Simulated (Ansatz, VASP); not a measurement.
## ZnSe: VASP beside Ansatz

The input POSCAR:

```
ZnSe
1.0
    4.1077020000      0.0000000000      0.0000000000
    0.0000000000      4.1077020000      0.0000000000
    0.0000000000      0.0000000000      6.0703500000
Zn Se
2 2
Direct
    0.0000000000      0.0000000000      0.0000000000
    0.5000000000      0.5000000000      0.0000000000
    0.0000000000      0.5000000000      0.2462800003
    0.5000000000      0.0000000000      0.7537199997
```

File INCAR.step1:

```
SYSTEM = ZnSe
PREC = Accurate
ENCUT = 400
EDIFF = 1E-5
ISMEAR = 0
SIGMA = 0.01
LREAL = .False.
LASPH = .True.
NELM = 120
ALGO = Normal
ISIF = 2
LWAVE = .True.
NBANDS = 26
GGA = PE
GGA_COMPAT = .False.
```

Contents of INCAR.step2:

```
SYSTEM = ZnSe
PREC = Accurate
ENCUT = 400
EDIFF = 1E-6
ISMEAR = 0
SIGMA = 0.01
LREAL = .False.
LASPH = .True.
NELM = 120
ALGO = Normal
ISIF = 2
LWAVE = .False.
LCHARG = .True.
GGA = B3
LHFCALC = .True.
AEXX = 0.2
AGGAX = 0.72
AGGAC = 0.81
ALDAC = 0.19
PRECFOCK = Normal
LELF = .True.
LVHAR = .True.
NBANDS = 26
ISTART = 1
GGA_COMPAT = .False.
```

File KPOINTS:

```
Automatic mesh
0
Gamma
  4 4 2
  0 0 0
```

Input for Ansatz:

```yaml
crystal:
  lattice:
    - [4.107702, 0.0, 0.0]
    - [0.0, 4.107702, 0.0]
    - [0.0, 0.0, 6.07035]
  atoms:
    - { symbol: Zn, position: [0.0, 0.0, 0.0] }
    - { symbol: Zn, position: [0.5, 0.5, 0.0] }
    - { symbol: Se, position: [0.0, 0.5, 0.24628000032947028] }
    - { symbol: Se, position: [0.5, 0.0, 0.7537199996705296] }
basis:
  ecutwfc: 517.016338673772
kpoints:
  mp_grid:
    grid: [4, 4, 2]
hamiltonian:
  xc: b3lyp
scf:
  occupations:
    method: fixed
output:
  eigenvalues: true
```

Alike in both runs: task single point; functional B3LYP; k mesh 4 × 4 × 2; no spin polarisation.

|  | VASP | Ansatz |
| --- | --- | --- |
| version | VASP 6.6.1 | Ansatz 0.2.0 |
| potentials or method | VASP PAW PBE potentials, release 64 (Zn, Se), cutoff 400 eV | plane waves, PAW |
| occupations | gaussian, width 0.01 eV | fixed |
| valence electrons in the cell | 36 | 56 |

VASP gave:

```
gap on the k mesh at the Fermi level (eV) : 3.26
```

**Question.** What did Ansatz give for the same quantities?

**Answer.** gap on the k mesh at the Fermi level (eV): 3.22.

VASP's potentials were made for PBE, not for B3LYP. VASP's potentials hold 36 valence electrons a cell and Ansatz's 56, so a difference there can come from the potentials and not from the codes.

The k mesh is coarse, so the values compare programs but aren't converged.
